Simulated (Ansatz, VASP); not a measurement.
# Pt in VASP and in Ansatz

```xyz
1
Lattice="0.0000 1.9468 1.8106 1.7327 0.0000 1.8106 1.7327 1.9468 0.0000" Properties=species:S:1:pos:R:3 pbc="T T T"
Pt    0.0000    0.0000    0.0000
```

Change from the starting cell: normal strain along x -0.1100, normal strain along z -0.0700.

Alike in both runs: task single point; functional LDA; k mesh 20 × 20 × 20; occupations gaussian, width 0.15 eV; no spin polarisation.

|  | VASP | Ansatz |
| --- | --- | --- |
| version | VASP 6.6.1 | Ansatz 0.2.0 |
| potentials or method | VASP PAW LDA potentials, release 64 (Pt), cutoff 520 eV | scalar-relativistic, plane waves, PAW |
| valence electrons in the cell | 10 | 18 |

VASP gave:

| Item | Value |
| --- | --- |
| gap on the k mesh at the Fermi level (eV) | none |
| pressure (GPa) | 99.5 |
| traceless stress, the component that is largest in VASP (GPa) | -17.51 |

Question: What did Ansatz give for the same quantities?

Answer: gap on the k mesh at the Fermi level (eV): none; pressure (GPa): 97.5; traceless stress, the component that is largest in VASP (GPa): -17.44.

LDA's correlation is that of Perdew and Zunger in VASP and of Perdew and Wang (1992) in Ansatz. A gap of «none» marks a metal or a gap that the smearing closes. Both programs put the cell under a high pressure, so it lies far from rest at this level. VASP's potentials hold 10 valence electrons a cell and Ansatz's 18, so a difference there can come from the potentials and not from the codes.

Neither program's run includes spin-orbit coupling. Noted on VASP's run: the cell as given lies far from equilibrium.
